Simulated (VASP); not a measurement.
Write the native input for VASP 6.6.1 that does the following.

```yaml
Task: single point
Functional: PBE
Dispersion: D3(BJ)
Potentials_or_basis: VASP PAW PBE potentials, release 64 (Rb_sv)
Cutoff: 520 eV
k_mesh: 7 × 7 × 7
Occupations: fermi-dirac, width 0.05 eV
Spin: non-collinear spin, zero start, spin-orbit coupling
Starting_moments: "[[0.0, 0.0, 0.0]] μB"
Dipole_correction: no
Further_INCAR_settings: ALGO = Normal; EDIFF = 1e-06; NBANDS = 20
```

The structure of Rb lies in POSCAR:

```
Rb
1.0
   -2.9545118615      2.9545118615      2.7308451955
    2.9545118615     -2.9545118615      2.7308451955
    2.9545118615      2.9545118615     -2.7308451955
Rb
1
Direct
    0.0000000000      0.0000000000      0.0000000000
```

One way to write it, as run:

INCAR

```
  PREC = Accurate
  ENCUT = 520
  EDIFF = 1E-6
  ISMEAR = -1
  SIGMA = 0.05
  LREAL = F
  LASPH = T
  NELM = 150
  ALGO = Normal
  ISIF = 2
  LWAVE = F
  LCHARG = T
  MAGMOM = 0 0 0
  LORBIT = 11
  LSORBIT = T
  GGA_COMPAT = F
  LORBMOM = T
  GGA = PE
  IVDW = 12
  LVHAR = T
  NBANDS = 20
```

KPOINTS

```
Automatic mesh
0
Gamma
  7 7 7
```

Potentials or basis: VASP PAW PBE potentials, release 64 (Rb_sv).

The run is started by

```console
$ cat potpaw_PBE.64/Rb_sv/POTCAR > POTCAR
$ mpirun -np 1 vasp_ncl > vasp.out
```

Results of the run:

```yaml
Pressure: -0.3 GPa
Net_moment: 0.00 μB per cell
Valence_electrons_inside_the_program's_atomic_spheres: Rb 7.29
Dispersion_energy_per_atom: -0.097 eV
```

Caveat: three body term missing.

It took 77 s on 1 thread of Intel(R) Xeon(R) 6975P-C (Granite Rapids), with other jobs on the host, peak memory 0.52 GiB.
